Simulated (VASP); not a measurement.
# ScAl3 (Pm-3m) in VASP: further runs

The runs below take ScAl3 through single point, with PBEsol+D3(BJ).

Everything below comes from runs of VASP 6.6.1. Logs are shortened: lines on timing, memory, paths and dates and some standing lists are left out, and cuts for length are marked.

## 1. The cell of the first run

The structure is cubic, space group Pm-3m (No. 221). Conventional cell: a = 3.947 Å, b = 3.947 Å, c = 3.947 Å, α = 90.00°, β = 90.00°, γ = 90.00°. Within 3.7 Å of Sc (site symmetry m-3m) lie 12 Al at 2.79 Å. Al (site symmetry 4/mmm) has 4 Sc at 2.79 Å and 8 Al at 2.79 Å within 3.7 Å.

## 2. Single point, PBEsol+D3(BJ)

File INCAR:

```
SYSTEM = ScAl3
  PREC = Accurate
  ENCUT = 520
  EDIFF = 1E-6
  ISMEAR = -1
  SIGMA = 0.1
  LREAL = .False.
  LASPH = .True.
  NELM = 80
  ALGO = Normal
  ISIF = 2
  LWAVE = .False.
  LCHARG = .False.
  GGA = PS
  IVDW = 12
  NBANDS = 18
```

File KPOINTS:

```
Automatic mesh
0
Gamma
  6 6 6
  0 0 0
```

File POSCAR:

```
ScAl3
1.0
    3.9467342648      0.0000000000      0.0000000000
    0.0000000000      3.9467342648      0.0000000000
    0.0000000000      0.0000000000      3.9467342648
Sc Al
1 3
Direct
    0.0000000000      0.0000000000      0.0000000000
    0.5000000000      0.0000000000      0.5000000000
    0.0000000000      0.5000000000      0.5000000000
    0.5000000000      0.5000000000      0.0000000000
```

Potentials or basis: VASP PAW PBE potentials, release 64 (Sc_sv, Al).

The run is started by

```
$ cat potpaw_PBE.64/Sc_sv/POTCAR potpaw_PBE.64/Al/POTCAR > POTCAR
$ mpirun -np 1 vasp_std > vasp.out
```

OUTCAR:

```text
SYSTEM = ScAl3
   PREC = Accurate
   ENCUT = 520
   EDIFF = 1E-6
   ISMEAR = -1
   LREAL = .False.
   LASPH = .True.
   NELM = 80
   ISIF = 2
   GGA = PS
   IVDW = 12
 IVDW          = 12

 ion  position               nearest neighbor table
   1  0.000  0.000  0.000-   2 2.79   3 2.79   4 2.79   2 2.79   3 2.79   3 2.79   4 2.79   3 2.79
                             2 2.79   4 2.79   2 2.79   4 2.79
   2  0.500  0.000  0.500-   1 2.79   3 2.79   4 2.79   1 2.79   4 2.79   3 2.79   4 2.79   4 2.79
                             1 2.79   3 2.79   1 2.79   3 2.79
   3  0.000  0.500  0.500-   1 2.79   2 2.79   4 2.79   1 2.79   4 2.79   1 2.79   2 2.79   1 2.79
                             2 2.79   4 2.79   4 2.79   2 2.79
   4  0.500  0.500  0.000-   1 2.79   2 2.79   3 2.79   2 2.79   3 2.79   1 2.79   2 2.79   2 2.79
                             1 2.79   3 2.79   3 2.79   1 2.79

  LATTYP: Found a simple cubic cell.
 ALAT       =     3.9467342648

  Lattice vectors:

 A1 = (   3.9467342648,   0.0000000000,   0.0000000000)
 A2 = (   0.0000000000,   3.9467342648,   0.0000000000)
 A3 = (   0.0000000000,   0.0000000000,   3.9467342648)

Analysis of symmetry for initial positions (statically):
=====================================================================
 Subroutine PRICEL returns:
 Original cell was already a primitive cell.

 Routine SETGRP: Setting up the symmetry group for a
 simple cubic supercell.

 Subroutine GETGRP returns: Found 48 space group operations
 (whereof 48 operations were pure point group operations)
 out of a pool of 48 trial point group operations.

The static configuration has the point symmetry O_h .

Analysis of symmetry for dynamics (positions and initial velocities):
=====================================================================
 Subroutine PRICEL returns:
 Original cell was already a primitive cell.

 Routine SETGRP: Setting up the symmetry group for a
 simple cubic supercell.

 Subroutine GETGRP returns: Found 48 space group operations
 (whereof 48 operations were pure point group operations)
 out of a pool of 48 trial point group operations.

The dynamic configuration has the point symmetry O_h .

 Subroutine INISYM returns: Found 48 space group operations
 (whereof 48 operations are pure point group operations),
 and found     1 'primitive' translations

----------------------------------------------------------------------------------------

                                     Primitive cell

  volume of cell :      61.4771

  direct lattice vectors                    reciprocal lattice vectors
     3.946734265  0.000000000  0.000000000     0.253374039  0.000000000  0.000000000
     0.000000000  3.946734265  0.000000000     0.000000000  0.253374039  0.000000000
     0.000000000  0.000000000  3.946734265     0.000000000  0.000000000  0.253374039

  length of vectors
     3.946734265  3.946734265  3.946734265     0.253374039  0.253374039  0.253374039

  position of ions in fractional coordinates (direct lattice)
     0.000000000  0.000000000  0.000000000
     0.500000000  0.000000000  0.500000000
     0.000000000  0.500000000  0.500000000
     0.500000000  0.500000000  0.000000000

  ion indices of the primitive-cell ions
   primitive index   ion index
                 1           1
                 2           2
                 3           3
                 4           4

----------------------------------------------------------------------------------------

 KPOINTS: Automatic mesh

Automatic generation of k-mesh.
 Grid dimensions read from file:
 generate k-points for:    6    6    6

 Generating k-lattice:

  Cartesian coordinates                     Fractional coordinates (reciprocal lattice)
     0.042229006  0.000000000  0.000000000     0.166666667  0.000000000  0.000000000
     0.000000000  0.042229006  0.000000000     0.000000000  0.166666667  0.000000000
     0.000000000  0.000000000  0.042229006     0.000000000  0.000000000  0.166666667

  Length of vectors
     0.042229006  0.042229006  0.042229006

  Shift w.r.t. Gamma in fractional coordinates (k-lattice)
     0.000000000  0.000000000  0.000000000

 Subroutine IBZKPT returns following result:
 ===========================================

 Found     20 irreducible k-points:

 Following reciprocal coordinates:
            Coordinates               Weight
  0.000000  0.000000  0.000000      1.000000
  0.166667  0.000000  0.000000      6.000000
  0.333333  0.000000  0.000000      6.000000
  0.500000  0.000000  0.000000      3.000000
  0.166667  0.166667  0.000000     12.000000
  0.333333  0.166667  0.000000     24.000000
[... 12 lines left out ...]
  0.500000  0.500000  0.333333      6.000000
  0.500000  0.500000  0.500000      1.000000
   k-points           NKPTS =     20   k-points in BZ     NKDIM =     20   number of bands    NBANDS=     18
   number of dos      NEDOS =    301   number of ions     NIONS =      4
   total plane-waves  NPLWV =  27000
   dimension x,y,z NGX =    30 NGY =   30 NGZ =   30
   dimension x,y,z NGXF=    60 NGYF=   60 NGZF=   60
   ions per type =               1   3
   NGX,Y,Z   is equivalent  to a cutoff of  12.64, 12.64, 12.64 a.u.
   NGXF,Y,Z  is equivalent  to a cutoff of  25.27, 25.27, 25.27 a.u.
 SYSTEM =  ScAl3
   PREC   = accura    normal or accurate (medium, high low for compatibility)
   ISTART =      0    job   : 0-new  1-cont  2-samecut
   ICHARG =      2    charge: 1-file 2-atom 10-const
   ISPIN  =      1    spin polarized calculation?
   LNONCOLLINEAR =      F non collinear calculations
   LSORBIT =      F    spin-orbit coupling
   LASPH  =      T    aspherical Exc in radial PAW
   ENCUT  =  520.0 eV  38.22 Ry    6.18 a.u.   7.34  7.34  7.34*2*pi/ulx,y,z
   NELM   =     80;   NELMIN=  2; NELMDL= -5     # of ELM steps
   EDIFF  = 0.1E-05   stopping-criterion for ELM
   LREAL  =      F    real-space projection
   EDIFFG = 0.1E-04   stopping-criterion for IOM
   NSW    =      0    number of steps for IOM
   IBRION =     -1    ionic relax: 0-MD 1-quasi-New 2-CG
   NFREE  =      0    steps in history (QN), initial steepest desc. (CG)
   ISIF   =      2    stress and relaxation
   ISYM   =      2    0-nonsym 1-usesym 2-fastsym
   POTIM  = 0.5000    time-step for ionic-motion
   TEBEG  =    0.0;   TEEND  =   0.0 temperature during run
   PSTRESS=    0.0 pullay stress
   NELECT =      20.0000    total number of electrons
   NUPDOWN=      -1.0000    fix difference up-down
   EMIN   =  10.00;   EMAX   =-10.00  energy-range for DOS
   EFERMI =   0.00;   METHOD = LEGACY
   ISMEAR =    -1;   SIGMA  =   0.10  broadening in eV -4-tet -1-fermi 0-gaus
   EFERMI_NEDOS =   21; number of points for ismear=-14 and -15
   IALGO  =     38    algorithm
   IMIX   =      4    mixing-type and parameters
     AMIX     =   0.40;   BMIX     =  1.00
     AMIX_MAG =   1.60;   BMIX_MAG =  1.00
  volume/ion in A,a.u.               =      15.37       103.72
  Fermi-wavevector in a.u.,A,eV,Ry     =   1.125936  2.127710 17.248532  1.267731
  Thomas-Fermi vector in A             =   2.262615
   LORBIT       =      0    0 simple, 1 ext, 2 COOP (PROOUT), +10 PAW based schemes
   GGA     = PS    functional components
   LHFCALC =     F    Hartree Fock is set to
   AEXX    =    0.0000 exact exchange contribution
   IVDW    =    12    specifies the selected vdW correction
   LEPSILON=     F    determine dielectric tensor
   LRPA    =     F    only Hartree local field effects (RPA)
 non-spin polarized calculation
  energy-cutoff  :      520.00
  volume of cell :       61.48
 maximum number of plane-waves:      1675
 NGX is ok and might be reduce to    30
   NGX = 15   NGY = 15   NGZ = 15

 number of electron      20.0000002 magnetization

 Free energy of the ion-electron system (eV)
  ---------------------------------------------------
  ext. energy  EPLUGINS =         0.00000000
  ---------------------------------------------------
  free energy    TOTEN  =       -20.59256737 eV

  energy without entropy =      -20.54857329  energy(sigma->0) =      -20.57057033

 E-fermi :   8.2830     XC(G=0): -10.9185

 val. band max:        8.2717467320   @ k =   0.5000   0.3333   0.1667
 cond. band min:       8.2839779570   @ k =   0.1667   0.1667   0.0000
 fundamental gap:      0.0122312250
 Fermi energy:         8.2830417087

 k-point     1 :       0.0000    0.0000    0.0000
  band No.  band energies     occupation
      1     -40.2015      2.00000
      2     -19.0454      2.00000
      3     -19.0454      2.00000
      4     -19.0454      2.00000
      5      -2.3933      2.00000
      6       5.4103      2.00000
[... 10 lines left out ...]
     17      14.0234      0.00000
     18      14.0234      0.00000

 k-point     2 :       0.1667    0.0000    0.0000
  band No.  band energies     occupation
      1     -40.2009      2.00000
      2     -19.0592      2.00000
      3     -19.0444      2.00000
      4     -19.0444      2.00000
      5      -2.1150      2.00000
      6       3.8613      2.00000
[... 10 lines left out ...]
     17      14.0931      0.00000
     18      14.1953      0.00000

 k-point     3 :       0.3333    0.0000    0.0000
  band No.  band energies     occupation
      1     -40.1996      2.00000
      2     -19.0866      2.00000
      3     -19.0423      2.00000
      4     -19.0423      2.00000
      5      -1.3109      2.00000
      6       1.8753      2.00000
[... 10 lines left out ...]
     17      13.1802      0.00000
     18      14.5651      0.00000

 k-point     4 :       0.5000    0.0000    0.0000
  band No.  band energies     occupation
      1     -40.1990      2.00000
      2     -19.1002      2.00000
      3     -19.0412      2.00000
      4     -19.0412      2.00000
      5      -0.3550      2.00000
      6       0.5023      2.00000
[... 10 lines left out ...]
     17      12.6689      0.00000
     18      14.2503      0.00000

 k-point     5 :       0.1667    0.1667    0.0000
  band No.  band energies     occupation
      1     -40.2003      2.00000
      2     -19.0587      2.00000
      3     -19.0571      2.00000
      4     -19.0433      2.00000
      5      -1.8424      2.00000
      6       3.9387      2.00000
[... 10 lines left out ...]
     17      13.9786      0.00000
     18      14.1191      0.00000

 k-point     6 :       0.3333    0.1667    0.0000
  band No.  band energies     occupation
      1     -40.1990      2.00000
      2     -19.0848      2.00000
      3     -19.0553      2.00000
      4     -19.0412      2.00000
      5      -1.0571      2.00000
      6       2.1083      2.00000
[... 10 lines left out ...]
     17      13.3073      0.00000
     18      14.5620      0.00000

 k-point     7 :       0.5000    0.1667    0.0000
  band No.  band energies     occupation
      1     -40.1984      2.00000
      2     -19.0981      2.00000
      3     -19.0540      2.00000
      4     -19.0402      2.00000
      5      -0.1479      2.00000
      6       0.7855      2.00000
[... 10 lines left out ...]
     17      13.0222      0.00000
     18      14.6910      0.00000

 k-point     8 :       0.3333    0.3333    0.0000
  band No.  band energies     occupation
      1     -40.1979      2.00000
      2     -19.0819      2.00000
      3     -19.0804      2.00000
      4     -19.0392      2.00000
      5      -0.3336      2.00000
      6       2.7191      2.00000
[... 10 lines left out ...]
     17      13.0591      0.00000
     18      15.0989      0.00000
[... 145 lines left out ...]
     17      13.7945      0.00000
     18      14.5795      0.00000

 k-point    16 :       0.5000    0.5000    0.1667
  band No.  band energies     occupation
      1     -40.1962      2.00000
      2     -19.0901      2.00000
      3     -19.0901      2.00000
      4     -19.0490      2.00000
      5       1.2732      2.00000
      6       2.5547      2.00000
[... 10 lines left out ...]
     17      12.7597      0.00000
     18      15.1762      0.00000

 k-point    17 :       0.3333    0.3333    0.3333
  band No.  band energies     occupation
      1     -40.1962      2.00000
      2     -19.0775      2.00000
      3     -19.0753      2.00000
      4     -19.0753      2.00000
      5       0.5840      2.00000
      6       3.3600      2.00000
[... 10 lines left out ...]
     17      13.4937      0.00000
     18      15.7010      0.00000

 k-point    18 :       0.5000    0.3333    0.3333
  band No.  band energies     occupation
      1     -40.1957      2.00000
      2     -19.0882      2.00000
      3     -19.0750      2.00000
      4     -19.0736      2.00000
      5       1.3090      2.00000
      6       2.4170      2.00000
[... 10 lines left out ...]
     17      13.1909      0.00000
     18      16.1785      0.00000

 k-point    19 :       0.5000    0.5000    0.3333
  band No.  band energies     occupation
      1     -40.1951      2.00000
      2     -19.0862      2.00000
      3     -19.0862      2.00000
      4     -19.0726      2.00000
      5       2.0253      2.00000
      6       2.9273      2.00000
[... 10 lines left out ...]
     17      12.7956      0.00000
     18      17.5728      0.00000

 k-point    20 :       0.5000    0.5000    0.5000
  band No.  band energies     occupation
      1     -40.1946      2.00000
      2     -19.0843      2.00000
      3     -19.0843      2.00000
      4     -19.0843      2.00000
      5       3.2127      2.00000
      6       3.2127      2.00000
[... 10 lines left out ...]
     17      12.7791      0.00000
     18      19.9009      0.00000

------------------------ aborting loop because EDIFF is reached ----------------------------------------

 Edisp (eV)   -1.63254

 E8    (eV) :    -1.1192

  FORCE on cell =-STRESS in cart. coord.  units (eV):
  Direction    XX          YY          ZZ          XY          YZ          ZX
  --------------------------------------------------------------------------------------
  -------------------------------------------------------------------------------------
  Total       2.38131     2.38131     2.38131     0.00000    -0.00000    -0.00000
  in kB      62.06004    62.06004    62.06004     0.00000    -0.00000    -0.00000
  external pressure =       62.06 kB  Pullay stress =        0.00 kB

 VOLUME and BASIS-vectors are now :
 -----------------------------------------------------------------------------
  energy-cutoff  :      520.00
  volume of cell :       61.48
      direct lattice vectors                 reciprocal lattice vectors
     3.946734265  0.000000000  0.000000000     0.253374039  0.000000000  0.000000000
     0.000000000  3.946734265  0.000000000     0.000000000  0.253374039  0.000000000
     0.000000000  0.000000000  3.946734265     0.000000000  0.000000000  0.253374039

 POSITION                                       TOTAL-FORCE (eV/Angst)
 -----------------------------------------------------------------------------------
      0.00000      0.00000      0.00000         0.000000      0.000000      0.000000
      1.97337      0.00000      1.97337         0.000000      0.000000      0.000000
      0.00000      1.97337      1.97337         0.000000      0.000000      0.000000
      1.97337      1.97337      0.00000         0.000000      0.000000      0.000000
 -----------------------------------------------------------------------------------
    total drift:                               -0.000000     -0.000000      0.000000

  FREE ENERGIE OF THE ION-ELECTRON SYSTEM (eV)
  ---------------------------------------------------
  free  energy   TOTEN  =       -22.2251050607 eV

  energy  without entropy=      -22.1811109752  energy(sigma->0) =      -22.20310802
```

It took 15 s on 1 thread of AMD EPYC 7R13 (Zen 3), shared host; peak memory 0.15 GiB.

What came out:

- Free energy: -22.2251 eV
- Pressure: 6.2 GPa
- Band gap on the k mesh: zero (bands 10 and 11 overlap by 4.21 eV)
- Dispersion energy per atom: -0.408 eV

Caveat: the cell stands under pressure; the PAW data sets were made with another functional, which shifts forces and pressure a little.

## 3. Single point, PBEsol+D3(BJ)

This run uses another cell than the first one, of 15.80 Å³/atom.

File INCAR:

```
SYSTEM = ScAl3
  PREC = Accurate
  ENCUT = 520
  EDIFF = 1E-7
  ISMEAR = -1
  SIGMA = 0.1
  LREAL = .False.
  LASPH = .True.
  NELM = 100
  ALGO = Normal
  ISIF = 2
  LWAVE = .False.
  LCHARG = .True.
  GGA = PS
  IVDW = 12
  LELF = .True.
  LVHAR = .True.
  NBANDS = 18
```

File KPOINTS:

```
regular mesh
0
Gamma
  6 6 6
  0 0 0
```

File POSCAR:

```
ScAl3
1.0
    3.9829448587      0.0000000000      0.0000000000
    0.0000000000      3.9829448587      0.0000000000
    0.0000000000      0.0000000000      3.9829448587
Sc Al
1 3
Direct
    0.0000000000      0.0000000000      0.0000000000
    0.5000000000      0.0000000000      0.5000000000
    0.0000000000      0.5000000000      0.5000000000
    0.5000000000      0.5000000000      0.0000000000
```

Potentials or basis: VASP PAW PBE potentials, release 64 (Sc_sv, Al).

The run is started by

```
$ cat potpaw_PBE.64/Sc_sv/POTCAR potpaw_PBE.64/Al/POTCAR > POTCAR
$ mpirun -np 1 vasp_std > vasp.out
```

Wall time 17 s (1 thread of AMD EPYC 7R13 (Zen 3), shared host); peak memory 0.15 GiB.

The run converged. Its results:

```yaml
Free_energy: -22.2742 eV
Pressure: 3.0 GPa
Band_gap_on_the_k_mesh: zero (bands 10 and 11 overlap by 4.15 eV)
Dispersion_energy_per_atom: -0.397 eV
```

Levels at points of the mesh, in eV from the Fermi level:
```csv
k point,band 6,band 7,band 8,band 9,band 10,band 11,band 12,band 13,band 14,band 15
"(0.00, 0.00, 0.00)",-2.83,-2.83,-1.93,-1.93,-1.93,1.12,1.23,1.23,1.23,5.35
"(0.50, 0.00, 0.00)",-7.69,-1.93,-1.93,-1.76,1.03,1.03,1.24,1.25,1.62,2.26
"(0.50, 0.50, 0.00)",-5.83,-5.83,-4.65,-0.70,-0.70,1.13,1.36,2.13,2.60,3.62
"(0.50, 0.50, 0.50)",-5.02,-5.02,-4.85,-3.11,-3.11,-3.11,1.02,2.71,2.71,4.35
```

Caveat: the PAW data sets were made with another functional, which shifts forces and pressure a little.

## 4. Single point, PBEsol+D3(BJ)

This run uses another cell than the first one, of 16.22 Å³/atom.

File INCAR:

```
PREC = Accurate ; ENCUT = 520
EDIFF = 1E-6 ; ISMEAR = -1
SIGMA = 0.1 ; LREAL = False
LASPH = True ; NELM = 100
ALGO = Normal ; ISIF = 2
LWAVE = False ; LCHARG = True
GGA = PS ; IVDW = 12
LELF = True ; LVHAR = True
NBANDS = 18
```

File KPOINTS:

```
Automatic mesh
0
Gamma
  6 6 6
```

File POSCAR:

```
ScAl3
1.0
    4.0185087482      0.0000000000      0.0000000000
    0.0000000000      4.0185087482      0.0000000000
    0.0000000000      0.0000000000      4.0185087482
Sc Al
1 3
Direct
    0.0000000000      0.0000000000      0.0000000000
    0.5000000000      0.0000000000      0.5000000000
    0.0000000000      0.5000000000      0.5000000000
    0.5000000000      0.5000000000      0.0000000000
```

The run is started by

```
$ cat potpaw_PBE.64/Sc_sv/POTCAR potpaw_PBE.64/Al/POTCAR > POTCAR
$ mpirun -np 1 vasp_std > vasp.out
```

It took 16 s on 1 thread of AMD EPYC 7R13 (Zen 3), shared host; peak memory 0.15 GiB.

Results (log left out):

| Quantity | Value |
| --- | --- |
| Free energy | -22.2913 eV |
| Pressure | 0.2 GPa |
| Band gap on the k mesh | zero (bands 10 and 11 overlap by 4.08 eV) |
| Dispersion energy per atom | -0.386 eV |

Levels at points of the mesh, in eV from the Fermi level:
| k point | band 8 | band 9 | band 10 | band 11 | band 12 | band 13 |
| --- | --- | --- | --- | --- | --- | --- |
| (0.00, 0.00, 0.00) | -1.92 | -1.92 | -1.92 | 1.12 | 1.23 | 1.23 |
| (0.50, 0.00, 0.00) | -1.89 | -1.69 | 0.99 | 0.99 | 1.08 | 1.26 |
| (0.50, 0.50, 0.00) | -4.59 | -0.67 | -0.67 | 1.13 | 1.33 | 2.08 |
| (0.50, 0.50, 0.50) | -4.75 | -3.09 | -3.09 | -3.09 | 0.95 | 2.64 |

Caveat: the PAW data sets were made with another functional, which shifts forces and pressure a little.

[end of part 1 of 2]
